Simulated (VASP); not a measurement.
# Si (P6_3/mmc) in VASP: notebook

Aim: see how the results for Si move with the level of theory and the settings. Levels: PBE, r2SCAN. Tasks: single point.

Program: VASP 6.6.1. These are calculated values, not measurements. Logs are shortened: lines on timing, memory, paths and dates and some standing lists are left out, and cuts for length are marked.

## 1. The cell of the first run

Symmetry: P6_3/mmc, No. 194, hexagonal system. The conventional cell has a = 3.840 Å, b = 3.840 Å, c = 12.624 Å, α = 90.00°, β = 90.00°, γ = 120.00°. Within 3.1 Å of Si (site symmetry 3m) lie 4 Si at 2.35 Å. Within 3.1 Å of Si (site symmetry 3m) lie 4 Si at 2.35 to 2.38 Å.

This isn't the form of Si at room conditions, which is diamond.

## 2. Single point, PBE

Contents of INCAR:

```
  PREC = Accurate
  ENCUT = 520
  EDIFF = 1E-6
  ISMEAR = -1
  SIGMA = 0.02
  LREAL = False
  LASPH = True
  NELM = 60
  ALGO = Normal
  ISIF = 2
  LWAVE = False
  LCHARG = True
  GGA = PE
  LELF = True
  LVHAR = True
  NBANDS = 26
```

Contents of KPOINTS:

```
regular mesh
0
Gamma
  12 12 2
```

Contents of POSCAR:

```
Si
1.0
    3.8401543716      0.0000000000      0.0000000000
   -1.9200771858      3.3256712403      0.0000000000
    0.0000000000      0.0000000000     12.6238085319
Si
8
Direct
    0.0000000000      0.0000000000      0.0005505996
    0.3333333333      0.6666666667      0.2496671954
    0.0000000000      0.0000000000      0.5005505996
    0.6666666667      0.3333333333      0.7496671954
    0.0000000000      0.0000000000      0.1869494004
    0.3333333333      0.6666666667      0.4378328046
    0.0000000000      0.0000000000      0.6869494004
    0.6666666667      0.3333333333      0.9378328046
```

Potentials or basis: VASP PAW PBE potentials, release 64 (Si).

Run with:

```sh
> cat potpaw_PBE.64/Si/POTCAR > POTCAR
> mpirun -np 1 vasp_std > vasp.out
```

OUTCAR:

```text
PREC = Accurate
   ENCUT = 520
   EDIFF = 1E-6
   ISMEAR = -1
   LREAL = False
   LASPH = True
   NELM = 60
   ISIF = 2
   GGA = PE

 ion  position               nearest neighbor table
   1  0.000  0.000  0.001-   5 2.35   8 2.35   8 2.35   8 2.35
   2  0.333  0.667  0.250-   5 2.35   5 2.35   5 2.35   6 2.38
   3  0.000  0.000  0.501-   7 2.35   6 2.35   6 2.35   6 2.35
   4  0.667  0.333  0.750-   7 2.35   7 2.35   7 2.35   8 2.38
   5  0.000  0.000  0.187-   1 2.35   2 2.35   2 2.35   2 2.35
   6  0.333  0.667  0.438-   3 2.35   3 2.35   3 2.35   2 2.38
   7  0.000  0.000  0.687-   3 2.35   4 2.35   4 2.35   4 2.35
   8  0.667  0.333  0.938-   1 2.35   1 2.35   1 2.35   4 2.38

  LATTYP: Found a hexagonal cell.
 ALAT       =     3.8401543716
 C/A-ratio  =     3.2873179853

  Lattice vectors:

 A1 = (   3.8401543716,   0.0000000000,   0.0000000000)
 A2 = (  -1.9200771858,   3.3256712403,   0.0000000000)
 A3 = (   0.0000000000,   0.0000000000,  12.6238085319)

Analysis of symmetry for initial positions (statically):
=====================================================================
 Subroutine PRICEL returns:
 Original cell was already a primitive cell.

 Routine SETGRP: Setting up the symmetry group for a
 hexagonal supercell.

 Subroutine GETGRP returns: Found 24 space group operations
 (whereof  6 operations were pure point group operations)
 out of a pool of 24 trial point group operations.

The static configuration has the point symmetry C_3v.
 The point group associated with its full space group is D_6h.

Analysis of symmetry for dynamics (positions and initial velocities):
=====================================================================
 Subroutine PRICEL returns:
 Original cell was already a primitive cell.

 Routine SETGRP: Setting up the symmetry group for a
 hexagonal supercell.

 Subroutine GETGRP returns: Found 24 space group operations
 (whereof  6 operations were pure point group operations)
 out of a pool of 24 trial point group operations.

The dynamic configuration has the point symmetry C_3v.
 The point group associated with its full space group is D_6h.

 Subroutine INISYM returns: Found 24 space group operations
 (whereof  6 operations are pure point group operations),
 and found     1 'primitive' translations

----------------------------------------------------------------------------------------

                                     Primitive cell

  volume of cell :     161.2198

  direct lattice vectors                    reciprocal lattice vectors
     3.840154372  0.000000000  0.000000000     0.260406198  0.150345589  0.000000000
    -1.920077186  3.325671240  0.000000000     0.000000000  0.300691177  0.000000000
     0.000000000  0.000000000 12.623808532     0.000000000  0.000000000  0.079215397

  length of vectors
     3.840154372  3.840154372 12.623808532     0.300691177  0.300691177  0.079215397

  position of ions in fractional coordinates (direct lattice)
     0.000000000  0.000000000  0.000550600
     0.333333333  0.666666667  0.249667195
     0.000000000  0.000000000  0.500550600
     0.666666667  0.333333333  0.749667195
     0.000000000  0.000000000  0.186949400
     0.333333333  0.666666667  0.437832805
     0.000000000  0.000000000  0.686949400
     0.666666667  0.333333333  0.937832805

  ion indices of the primitive-cell ions
   primitive index   ion index
                 1           1
                 2           2
                 3           3
                 4           4
                 5           5
                 6           6
                 7           7
                 8           8

----------------------------------------------------------------------------------------

 KPOINTS: regular mesh

Automatic generation of k-mesh.
 Grid dimensions read from file:
 generate k-points for:   12   12    2

 Generating k-lattice:

  Cartesian coordinates                     Fractional coordinates (reciprocal lattice)
     0.021700517  0.012528799  0.000000000     0.083333333  0.000000000  0.000000000
     0.000000000  0.025057598  0.000000000     0.000000000  0.083333333  0.000000000
     0.000000000  0.000000000  0.039607698     0.000000000  0.000000000  0.500000000

  Length of vectors
     0.025057598  0.025057598  0.039607698

  Shift w.r.t. Gamma in fractional coordinates (k-lattice)
     0.000000000  0.000000000  0.000000000

 Subroutine IBZKPT returns following result:
 ===========================================

 Found     38 irreducible k-points:

 Following reciprocal coordinates:
            Coordinates               Weight
  0.000000  0.000000  0.000000      1.000000
  0.083333  0.000000  0.000000      6.000000
  0.166667  0.000000  0.000000      6.000000
  0.250000  0.000000  0.000000      6.000000
  0.333333  0.000000  0.000000      6.000000
  0.416667  0.000000  0.000000      6.000000
[... 16 lines left out ...]
  0.250000  0.000000  0.500000      6.000000
  0.333333  0.000000  0.500000      6.000000
 [... further k-points ...]
   k-points           NKPTS =     38   k-points in BZ     NKDIM =     38   number of bands    NBANDS=     26
   number of dos      NEDOS =    301   number of ions     NIONS =      8
   total plane-waves  NPLWV =  86400
   dimension x,y,z NGX =    30 NGY =   30 NGZ =   96
   dimension x,y,z NGXF=    60 NGYF=   60 NGZF=  192
   ions per type =               8
   NGX,Y,Z   is equivalent  to a cutoff of  12.99, 12.99, 12.64 a.u.
   NGXF,Y,Z  is equivalent  to a cutoff of  25.97, 25.97, 25.28 a.u.
 SYSTEM =  unknown system
   PREC   = accura    normal or accurate (medium, high low for compatibility)
   ISTART =      0    job   : 0-new  1-cont  2-samecut
   ICHARG =      2    charge: 1-file 2-atom 10-const
   ISPIN  =      1    spin polarized calculation?
   LNONCOLLINEAR =      F non collinear calculations
   LSORBIT =      F    spin-orbit coupling
   LASPH  =      T    aspherical Exc in radial PAW
   ENCUT  =  520.0 eV  38.22 Ry    6.18 a.u.   7.14  7.14 23.47*2*pi/ulx,y,z
   NELM   =     60;   NELMIN=  2; NELMDL= -5     # of ELM steps
   EDIFF  = 0.1E-05   stopping-criterion for ELM
   LREAL  =      F    real-space projection
   EDIFFG = 0.1E-04   stopping-criterion for IOM
   NSW    =      0    number of steps for IOM
   IBRION =     -1    ionic relax: 0-MD 1-quasi-New 2-CG
   NFREE  =      0    steps in history (QN), initial steepest desc. (CG)
   ISIF   =      2    stress and relaxation
   ISYM   =      2    0-nonsym 1-usesym 2-fastsym
   POTIM  = 0.5000    time-step for ionic-motion
   TEBEG  =    0.0;   TEEND  =   0.0 temperature during run
   PSTRESS=    0.0 pullay stress
   NELECT =      32.0000    total number of electrons
   NUPDOWN=      -1.0000    fix difference up-down
   EMIN   =  10.00;   EMAX   =-10.00  energy-range for DOS
   EFERMI =   0.00;   METHOD = LEGACY
   ISMEAR =    -1;   SIGMA  =   0.02  broadening in eV -4-tet -1-fermi 0-gaus
   EFERMI_NEDOS =   21; number of points for ismear=-14 and -15
   IALGO  =     38    algorithm
   IMIX   =      4    mixing-type and parameters
     AMIX     =   0.40;   BMIX     =  1.00
     AMIX_MAG =   1.60;   BMIX_MAG =  1.00
  volume/ion in A,a.u.               =      20.15       136.00
  Fermi-wavevector in a.u.,A,eV,Ry     =   0.954960  1.804613 12.407824  0.911949
  Thomas-Fermi vector in A             =   2.083755
   LORBIT       =      0    0 simple, 1 ext, 2 COOP (PROOUT), +10 PAW based schemes
   GGA     = PE    functional components
   LHFCALC =     F    Hartree Fock is set to
   AEXX    =    0.0000 exact exchange contribution
   IVDW    =     0    specifies the selected vdW correction
   LEPSILON=     F    determine dielectric tensor
   LRPA    =     F    only Hartree local field effects (RPA)
 non-spin polarized calculation
  energy-cutoff  :      520.00
  volume of cell :      161.22
 maximum number of plane-waves:      4395
 NGX is ok and might be reduce to    30
   NGX = 15   NGY = 15   NGZ = 47

 number of electron      32.0000001 magnetization

 Free energy of the ion-electron system (eV)
  ---------------------------------------------------
  ext. energy  EPLUGINS =         0.00000000
  ---------------------------------------------------
  free energy    TOTEN  =       -43.36314614 eV

  energy without entropy =      -43.36314613  energy(sigma->0) =      -43.36314614

 E-fermi :   6.1522     XC(G=0):  -9.3825

 val. band max:        5.8737553490   @ k =   0.0000   0.0000   0.0000
 cond. band min:       6.4528590886   @ k =   0.5000   0.0000   0.0000
 fundamental gap:      0.5791037397
 Fermi energy:         6.1521555812

 k-point     1 :       0.0000    0.0000    0.0000
  band No.  band energies     occupation
      1      -6.1625      2.00000
      2      -5.3804      2.00000
      3      -5.3638      2.00000
      4      -3.8683      2.00000
      5      -1.1840      2.00000
      6       1.7968      2.00000
[... 18 lines left out ...]
     25       9.2210      0.00000
     26       9.4868      0.00000

 k-point     2 :       0.0833    0.0000    0.0000
  band No.  band energies     occupation
      1      -6.0818      2.00000
      2      -5.3004      2.00000
      3      -5.2843      2.00000
      4      -3.7867      2.00000
      5      -1.1423      2.00000
      6       1.8005      2.00000
[... 18 lines left out ...]
     25       9.1777      0.00000
     26       9.6484      0.00000

 k-point     3 :       0.1667    0.0000    0.0000
  band No.  band energies     occupation
      1      -5.8418      2.00000
      2      -5.0627      2.00000
      3      -5.0485      2.00000
      4      -3.5441      2.00000
      5      -1.0448      2.00000
      6       1.7034      2.00000
[... 18 lines left out ...]
     25       9.8999      0.00000
     26      10.2216      0.00000

 k-point     4 :       0.2500    0.0000    0.0000
  band No.  band energies     occupation
      1      -5.4496      2.00000
      2      -4.6761      2.00000
      3      -4.6662      2.00000
      4      -3.1484      2.00000
      5      -1.0138      2.00000
      6       1.0335      2.00000
[... 18 lines left out ...]
     25      10.2923      0.00000
     26      10.8620      0.00000

 k-point     5 :       0.3333    0.0000    0.0000
  band No.  band energies     occupation
      1      -4.9235      2.00000
      2      -4.1658      2.00000
      3      -4.1635      2.00000
      4      -2.6246      2.00000
      5      -1.3134      2.00000
      6       0.0158      2.00000
[... 18 lines left out ...]
     25      10.3055      0.00000
     26      11.5141      0.00000

 k-point     6 :       0.4167    0.0000    0.0000
  band No.  band energies     occupation
      1      -4.3194      2.00000
      2      -3.6516      2.00000
      3      -3.5992      2.00000
      4      -2.0864      2.00000
      5      -1.9095      2.00000
      6      -0.9188      2.00000
[... 427 lines left out ...]
 k-point    21 :       0.0833    0.0000    0.5000
  band No.  band energies     occupation
      1      -5.8802      2.00000
      2      -5.8802      2.00000
      3      -4.4120      2.00000
      4      -4.4120      2.00000
      5      -0.1444      2.00000
      6      -0.1444      2.00000
[... 18 lines left out ...]
     25       9.4471      0.00000
     26       9.4472      0.00000

 k-point    22 :       0.1667    0.0000    0.5000
  band No.  band energies     occupation
      1      -5.6411      2.00000
      2      -5.6411      2.00000
      3      -4.1761      2.00000
      4      -4.1761      2.00000
      5      -0.0758      2.00000
      6      -0.0758      2.00000
[... 18 lines left out ...]
     25       9.9089      0.00000
     26       9.9089      0.00000

 k-point    23 :       0.2500    0.0000    0.5000
  band No.  band energies     occupation
      1      -5.2510      2.00000
      2      -5.2510      2.00000
      3      -3.7951      2.00000
      4      -3.7951      2.00000
      5      -0.1596      2.00000
      6      -0.1596      2.00000
[... 18 lines left out ...]
     25      10.5043      0.00000
     26      10.5043      0.00000

 k-point    24 :       0.3333    0.0000    0.5000
  band No.  band energies     occupation
      1      -4.7298      2.00000
      2      -4.7298      2.00000
      3      -3.3046      2.00000
      4      -3.3046      2.00000
      5      -0.6786      2.00000
      6      -0.6786      2.00000
[... 18 lines left out ...]
     25       9.9188      0.00000
     26       9.9188      0.00000

 [... further k-points ...]
[... 5 lines left out ...]
  --------------------------------------------------------------------------------------
  -------------------------------------------------------------------------------------
  Total        1.2384114      1.2384114      1.1271398      0.0000000      0.0000000      0.0000000
  in kB       12.3071396     12.3071396     11.2013400      0.0000000      0.0000000      0.0000000
  external PRESSURE =      11.9385398 kB  Pullay stress =       0.0000000 kB

 VOLUME and BASIS-vectors are now :
 -----------------------------------------------------------------------------
  energy-cutoff  :      520.00
  volume of cell :      161.22
      direct lattice vectors                 reciprocal lattice vectors
     3.840154372  0.000000000  0.000000000     0.260406198  0.150345589  0.000000000
    -1.920077186  3.325671240  0.000000000     0.000000000  0.300691177  0.000000000
     0.000000000  0.000000000 12.623808532     0.000000000  0.000000000  0.079215397

 POSITION                                       TOTAL-FORCE (eV/Angst)
 -----------------------------------------------------------------------------------
      0.00000      0.00000      0.00695        -0.000000      0.000000     -0.005959
     -0.00000      2.21711      3.15175        -0.000000     -0.000000      0.005679
      0.00000      0.00000      6.31885        -0.000000     -0.000000     -0.005959
      1.92008      1.10856      9.46366         0.000000      0.000000      0.005679
      0.00000      0.00000      2.36001         0.000000      0.000000      0.005959
     -0.00000      2.21711      5.52712        -0.000000     -0.000000     -0.005679
      0.00000      0.00000      8.67192         0.000000      0.000000      0.005959
      1.92008      1.10856     11.83902         0.000000      0.000000     -0.005679
 -----------------------------------------------------------------------------------
    total drift:                               -0.000000      0.000000     -0.000000

  FREE ENERGIE OF THE ION-ELECTRON SYSTEM (eV)
  ---------------------------------------------------
  free  energy   TOTEN  =       -43.3631461429 eV

  energy  without entropy=      -43.3631461350  energy(sigma->0) =      -43.36314614
```

Run time: 68 s. Hardware: 1 thread of Intel Xeon 6975P-C (Granite Rapids), shared host; peak memory 0.32 GiB.

Results:

| Quantity | Value |
| --- | --- |
| Free energy | -43.3631 eV |
| Pressure | 1.2 GPa |
| Largest force | 0.006 eV/Å |
| Band gap on the k mesh | 0.58 eV (least direct gap 1.28 eV) |

Forces in eV/Å, atoms in the order of the input:
```
Si   0.000  0.000 -0.006
Si   0.000  0.000  0.006
Si   0.000  0.000 -0.006
Si   0.000  0.000  0.006
Si   0.000  0.000  0.006
Si   0.000  0.000 -0.006
Si   0.000  0.000  0.006
Si   0.000  0.000 -0.006
```

Levels at points of the mesh, in eV from the valence-band top:
| k point | band 13 | band 14 | band 15 | band 16 | band 17 | band 18 | band 19 | band 20 |
| --- | --- | --- | --- | --- | --- | --- | --- | --- |
| (0.00, 0.00, 0.00) | -0.75 | -0.17 | 0.00 | 0.00 | 1.28 | 1.74 | 2.13 | 2.31 |
| (0.50, 0.00, 0.00) | -2.28 | -2.22 | -1.70 | -1.30 | 0.58 | 0.77 | 1.09 | 1.44 |
| (0.00, 0.00, 0.50) | -0.30 | -0.30 | -0.30 | -0.30 | 1.43 | 1.43 | 2.56 | 2.56 |
| (0.50, 0.00, 0.50) | -2.47 | -2.47 | -1.66 | -1.66 | 0.77 | 0.77 | 1.95 | 1.95 |

A k mesh can miss the band edges.

## 3. Single point, PBE

This run uses another cell than the first one, of 20.43 Å³/atom.

Contents of INCAR:

```
SYSTEM = Si
PREC     = Accurate       ! precision mode
ENCUT    = 520            ! plane-wave cutoff, eV
EDIFF    = 1E-7           ! SCF threshold, eV
ISMEAR   = -1             ! smearing method
SIGMA    = 0.02           ! smearing width, eV
LREAL    = .False.        ! projectors in reciprocal space
LASPH    = .True.         ! aspherical terms in the spheres
NELM     = 80             ! most SCF steps
ALGO     = Normal         ! electronic algorithm
ISIF     = 2              ! what is computed and relaxed
LWAVE    = .False.        ! write WAVECAR
LCHARG   = .False.        ! write CHGCAR
GGA      = PE             ! functional
NBANDS   = 26             ! bands
```

Contents of KPOINTS:

```
Automatic mesh
0
Gamma
  12 12 2
  0 0 0
```

Contents of POSCAR:

```
Si
1.0
    3.8589853038      0.0000000000      0.0000000000
   -1.9294926519      3.3419793059      0.0000000000
    0.0000000000      0.0000000000     12.6760053872
Si
8
Direct
    0.0000000000      0.0000000000      0.0005003175
    0.3333333333      0.6666666667      0.2496538928
    0.0000000000      0.0000000000      0.5005003175
    0.6666666667      0.3333333333      0.7496538928
    0.0000000000      0.0000000000      0.1869996825
    0.3333333333      0.6666666667      0.4378461072
    0.0000000000      0.0000000000      0.6869996825
    0.6666666667      0.3333333333      0.9378461072
```

Potentials or basis: VASP PAW PBE potentials, release 64 (Si).

Run with:

```sh
> cat potpaw_PBE.64/Si/POTCAR > POTCAR
> mpirun -np 1 vasp_std > vasp.out
```

Run time: 72 s. Hardware: 1 thread of Intel Xeon 6975P-C (Granite Rapids), shared host; peak memory 0.32 GiB.

Results (log left out):

```yaml
Free_energy: -43.3711 eV
Pressure: -0.1 GPa
Band_gap_on_the_k_mesh: 0.60 eV (least direct gap 1.23 eV)
```

Levels at points of the mesh, in eV from the valence-band top:
```
           k point  band 12  band 13  band 14  band 15  band 16  band 17  band 18  band 19  band 20  band 21
(0.00, 0.00, 0.00)    -0.75    -0.75    -0.15     0.00     0.00     1.23     1.70     2.08     2.31     2.31
(0.50, 0.00, 0.00)    -2.26    -2.25    -2.18    -1.68    -1.29     0.60     0.78     1.08     1.46     1.58
(0.00, 0.00, 0.50)    -1.20    -0.30    -0.30    -0.30    -0.30     1.38     1.38     2.52     2.52     2.63
(0.50, 0.00, 0.50)    -2.72    -2.43    -2.43    -1.64    -1.64     0.79     0.79     1.94     1.94     2.17
```

A k mesh can miss the band edges.

## 4. Single point, r2SCAN

Contents of POSCAR:

```
Si
1.0
    3.8401543716      0.0000000000      0.0000000000
   -1.9200771858      3.3256712403      0.0000000000
    0.0000000000      0.0000000000     12.6238085319
Si
8
Direct
    0.0000000000      0.0000000000      0.0005505996
    0.3333333333      0.6666666667      0.2496671954
    0.0000000000      0.0000000000      0.5005505996
    0.6666666667      0.3333333333      0.7496671954
    0.0000000000      0.0000000000      0.1869494004
    0.3333333333      0.6666666667      0.4378328046
    0.0000000000      0.0000000000      0.6869494004
    0.6666666667      0.3333333333      0.9378328046
```

Contents of INCAR.step1:

```
ALGO = Normal
EDIFF = 1E-4
ENCUT = 520
GGA = PE
ISMEAR = -1
LASPH = T
LCHARG = F
LREAL = F
LWAVE = T
NBANDS = 26
NELM = 80
PREC = Accurate
SIGMA = 0.02
```

Contents of INCAR.step2:

```
ALGO = Normal
EDIFF = 1E-6
ENCUT = 520
ISIF = 2
ISMEAR = -1
ISTART = 1
LASPH = T
LCHARG = F
LMIXTAU = T
LREAL = F
LWAVE = F
METAGGA = R2SCAN
NBANDS = 26
NELM = 80
PREC = Accurate
SIGMA = 0.02
```

Contents of KPOINTS:

```
k-points
0
Gamma
  12 12 2
```

Run with:

```sh
> cat potpaw_PBE.64/Si/POTCAR > POTCAR
> cp INCAR.step1 INCAR
> mpirun -np 1 vasp_std > vasp.out
> cp INCAR.step2 INCAR
> mpirun -np 1 vasp_std > vasp.out
```

Wall time 4.2 min (1 thread of Intel Xeon 6975P-C (Granite Rapids), shared host); peak memory 0.35 GiB.

The run converged. Its results:

```yaml
Free_energy: -70.1659 eV
Pressure: -0.2 GPa
Band_gap_on_the_k_mesh: 0.78 eV (least direct gap 1.62 eV)
```

Levels at points of the mesh, in eV from the valence-band top:
```tsv
k point	band 13	band 14	band 15	band 16	band 17	band 18	band 19	band 20
(0.00, 0.00, 0.00)	-0.80	-0.17	0.00	0.00	1.62	2.08	2.47	2.49
(0.50, 0.00, 0.00)	-2.42	-2.34	-1.80	-1.39	0.78	1.00	1.37	1.67
(0.00, 0.00, 0.50)	-0.32	-0.32	-0.32	-0.32	1.77	1.77	2.83	2.83
(0.50, 0.00, 0.50)	-2.57	-2.57	-1.76	-1.76	0.98	0.98	2.22	2.22
```

Caveat: the PAW data sets were made with another functional, which shifts forces and pressure a little.

(Continued in part 2 of 2.)
